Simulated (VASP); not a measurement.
# Ir (Fm-3m) in VASP: single point with LDA

Aim: the single point of Ir with LDA.

All numbers are computed with VASP 6.6.1; they aren't measurements. Logs are shortened: lines on timing, memory, paths and dates and some standing lists are left out, and cuts for length are marked.

## (1) The cell of the first run

The structure is cubic, space group Fm-3m (No. 225). The conventional cell has a = 3.811 Å, b = 3.811 Å, c = 3.811 Å, α = 90.00°, β = 90.00°, γ = 90.00°. Ir (site symmetry m-3m) has 12 Ir at 2.69 Å within 3.6 Å.

## (2) Single point, LDA

The input, POSCAR:

```
Ir
1.0
    0.0000000000      1.9055489819      1.9055489819
    1.9055489819      0.0000000000      1.9055489819
    1.9055489819      1.9055489819      0.0000000000
Ir
1
Direct
    0.0000000000      0.0000000000      0.0000000000
```

The input, INCAR.step1:

```
SYSTEM = Ir
ALGO = Normal
EDIFF = 1E-6
ENCUT = 420
GGA_COMPAT = .FALSE.
ISIF = 2
ISMEAR = 0
LASPH = .TRUE.
LCHARG = .TRUE.
LMAXMIX = 4
LORBIT = 11
LREAL = .FALSE.
LWAVE = .FALSE.
NBANDS = 14
NEDOS = 2001
NELM = 120
PREC = Accurate
SIGMA = 0.05
```

The input, KPOINTS.step1:

```
k-points
0
G
  18 18 18
  0 0 0
```

The input, INCAR.step2:

```
SYSTEM = Ir
ALGO = Normal
EDIFF = 1E-6
ENCUT = 420
GGA_COMPAT = .FALSE.
ICHARG = 11
ISIF = 2
ISMEAR = -5
LASPH = .TRUE.
LCHARG = .FALSE.
LMAXMIX = 4
LORBIT = 10
LREAL = .FALSE.
LWAVE = .FALSE.
NEDOS = 1001
NELM = 120
PREC = Accurate
SIGMA = 0.05
```

The input, KPOINTS.step2:

```
k-points
0
G
  27 27 27
  0 0 0
```

Potentials or basis: VASP PAW LDA potentials, release 64 (Ir_sv_GW).

Started as:

```console
$ cat potpaw_LDA.64/Ir_sv_GW/POTCAR > POTCAR
$ cp INCAR.step1 INCAR
$ cp KPOINTS.step1 KPOINTS
$ mpirun -np 1 vasp_std > vasp.out
$ cp INCAR.step2 INCAR
$ cp KPOINTS.step2 KPOINTS
$ mpirun -np 1 vasp_std > vasp.out
```

OUTCAR:

```text
SYSTEM = Ir
   EDIFF = 1E-6
   ENCUT = 420
   ICHARG = 11
   ISIF = 2
   ISMEAR = -5
   LASPH = .TRUE.
   LORBIT = 10
   LREAL = .FALSE.
   NELM = 120
   PREC = Accurate

 ion  position               nearest neighbor table
   1  0.000  0.000  0.000-

  LATTYP: Found a face centered cubic cell.
 ALAT       =     3.8110979638

  Lattice vectors:

 A1 = (   0.0000000000,   1.9055489819,   1.9055489819)
 A2 = (   1.9055489819,   0.0000000000,   1.9055489819)
 A3 = (   1.9055489819,   1.9055489819,   0.0000000000)

Analysis of symmetry for initial positions (statically):
=====================================================================
 Subroutine PRICEL returns:
 Original cell was already a primitive cell.

 Routine SETGRP: Setting up the symmetry group for a
 face centered cubic supercell.

 Subroutine GETGRP returns: Found 48 space group operations
 (whereof 48 operations were pure point group operations)
 out of a pool of 48 trial point group operations.

The static configuration has the point symmetry O_h .

Analysis of symmetry for dynamics (positions and initial velocities):
=====================================================================
 Subroutine PRICEL returns:
 Original cell was already a primitive cell.

 Routine SETGRP: Setting up the symmetry group for a
 face centered cubic supercell.

 Subroutine GETGRP returns: Found 48 space group operations
 (whereof 48 operations were pure point group operations)
 out of a pool of 48 trial point group operations.

The dynamic configuration has the point symmetry O_h .

 Subroutine INISYM returns: Found 48 space group operations
 (whereof 48 operations are pure point group operations),
 and found     1 'primitive' translations

----------------------------------------------------------------------------------------

                                     Primitive cell

  volume of cell :      13.8385

  direct lattice vectors                    reciprocal lattice vectors
     0.000000000  1.905548982  1.905548982    -0.262391576  0.262391576  0.262391576
     1.905548982  0.000000000  1.905548982     0.262391576 -0.262391576  0.262391576
     1.905548982  1.905548982  0.000000000     0.262391576  0.262391576 -0.262391576

  length of vectors
     2.694853214  2.694853214  2.694853214     0.454475541  0.454475541  0.454475541

  position of ions in fractional coordinates (direct lattice)
     0.000000000  0.000000000  0.000000000

[... 89 lines left out ...]
   NUPDOWN=      -1.0000    fix difference up-down
   EMIN   =  10.00;   EMAX   =-10.00  energy-range for DOS
   EFERMI =   0.00;   METHOD = LEGACY
   ISMEAR =    -5;   SIGMA  =   0.05  broadening in eV -4-tet -1-fermi 0-gaus
   EFERMI_NEDOS =   21; number of points for ismear=-14 and -15
   IALGO  =     38    algorithm
   IMIX   =      4    mixing-type and parameters
     AMIX     =   0.40;   BMIX     =  1.00
     AMIX_MAG =   1.60;   BMIX_MAG =  1.00
  volume/ion in A,a.u.               =      13.84        93.39
  Fermi-wavevector in a.u.,A,eV,Ry     =   1.753319  3.313293 41.826060  3.074129
  Thomas-Fermi vector in A             =   2.823478
   LORBIT       =     10    0 simple, 1 ext, 2 COOP (PROOUT), +10 PAW based schemes
   GGA     = CA    functional components
   LHFCALC =     F    Hartree Fock is set to
   AEXX    =    0.0000 exact exchange contribution
   IVDW    =     0    specifies the selected vdW correction
   LEPSILON=     F    determine dielectric tensor
   LRPA    =     F    only Hartree local field effects (RPA)
 non-spin polarized calculation
 Fermi weights with tetrahedron method with Bloechl corrections
  energy-cutoff  :      420.00
  volume of cell :       13.84
 maximum number of plane-waves:       290
 NGX is ok and might be reduce to    18

 number of electron      16.9999999 magnetization

 Free energy of the ion-electron system (eV)
  ---------------------------------------------------
  ext. energy  EPLUGINS =         0.00000000
  ---------------------------------------------------
  free energy    TOTEN  =       -10.89466788 eV

  energy without entropy =      -10.89466788  energy(sigma->0) =      -10.89466788

 E-fermi :  13.0887     XC(G=0): -14.9266

 val. band max:       13.1046193091   @ k =  -0.4815   0.4444   0.0000
 cond. band min:      13.0581592708   @ k =   0.4815   0.3333   0.1111
 fundamental gap:     -0.0464600383
 Fermi energy:        13.0886885107

 k-point     1 :       0.0000    0.0000    0.0000
  band No.  band energies     occupation
      1     -79.4348      2.00000
      2     -36.1463      2.00000
      3     -36.1463      2.00000
      4     -36.1463      2.00000
      5       1.7900      2.00000
      6       9.0576      2.00000
      7       9.0576      2.00000
      8       9.0576      2.00000
      9      11.8753      2.00000
     10      11.8753      2.00000
     11      26.6770      0.00000
     12      32.2758      0.00000
[... 331 lines left out ...]
 k-point    24 :       0.3704    0.0370    0.0000
  band No.  band energies     occupation
      1     -79.3732      2.00000
      2     -36.8516      2.00000
      3     -36.2543      2.00000
      4     -36.2453      2.00000
      5       4.7922      2.00000
      6       9.1533      2.00000
      7       9.2737      2.00000
      8       9.8781      2.00000
      9      13.0504      1.38342
     10      13.3515     -0.02769
     11      23.7348      0.00000
     12      27.7842      0.00000

 [... further k-points ...]

------------------------ aborting loop because EDIFF is reached ----------------------------------------

  FORCE on cell =-STRESS in cart. coord.  units (eV):
  Direction    XX          YY          ZZ          XY          YZ          ZX
  --------------------------------------------------------------------------------------
  -------------------------------------------------------------------------------------
  Total       -0.1056237     -0.1056237     -0.1056237      0.0000000     -0.0000000     -0.0000000
  in kB      -12.2287373    -12.2287373    -12.2287373      0.0000000     -0.0000000     -0.0000000
  external PRESSURE =     -12.2287373 kB  Pullay stress =       0.0000000 kB

 VOLUME and BASIS-vectors are now :
 -----------------------------------------------------------------------------
  energy-cutoff  :      420.00
  volume of cell :       13.84
      direct lattice vectors                 reciprocal lattice vectors
     0.000000000  1.905548982  1.905548982    -0.262391576  0.262391576  0.262391576
     1.905548982  0.000000000  1.905548982     0.262391576 -0.262391576  0.262391576
     1.905548982  1.905548982  0.000000000     0.262391576  0.262391576 -0.262391576

 POSITION                                       TOTAL-FORCE (eV/Angst)
 -----------------------------------------------------------------------------------
      0.00000      0.00000      0.00000         0.000000      0.000000      0.000000
 -----------------------------------------------------------------------------------
    total drift:                                0.000000      0.000000      0.000000

  FREE ENERGIE OF THE ION-ELECTRON SYSTEM (eV)
  ---------------------------------------------------
  free  energy   TOTEN  =       -10.8946678806 eV

  energy  without entropy=      -10.8946678806  energy(sigma->0) =      -10.89466788

 total charge

# of ion       s       p       d       f       tot
--------------------------------------------------
    1        4.101   6.112   6.344   0.027  16.584
```

OUTCAR.step1:

```text
SYSTEM = Ir
   EDIFF = 1E-6
   ENCUT = 420
   ISIF = 2
   ISMEAR = 0
   LASPH = .TRUE.
   LORBIT = 11
   LREAL = .FALSE.
   NELM = 120
   PREC = Accurate
[... 625 lines left out ...]
 -----------------------------------------------------------------------------------
    total drift:                                0.000000     -0.000000      0.000000

  FREE ENERGIE OF THE ION-ELECTRON SYSTEM (eV)
  ---------------------------------------------------
  free  energy   TOTEN  =       -10.8971687000 eV

  energy  without entropy=      -10.8958207604  energy(sigma->0) =      -10.89649473

 total charge

# of ion       s       p       d       f       tot
--------------------------------------------------
    1        4.099   6.111   6.346   0.027  16.584
```

It took 1.7 min on 1 thread of AMD EPYC, shared host; peak memory 0.16 GiB.

Results:

```yaml
Valence_electrons_inside_the_program's_atomic_spheres: Ir 16.58
```

Caveat: spin-orbit coupling is left out, which moves the levels of the heavy elements; tetrahedron occupations give inexact forces and stress in metals.
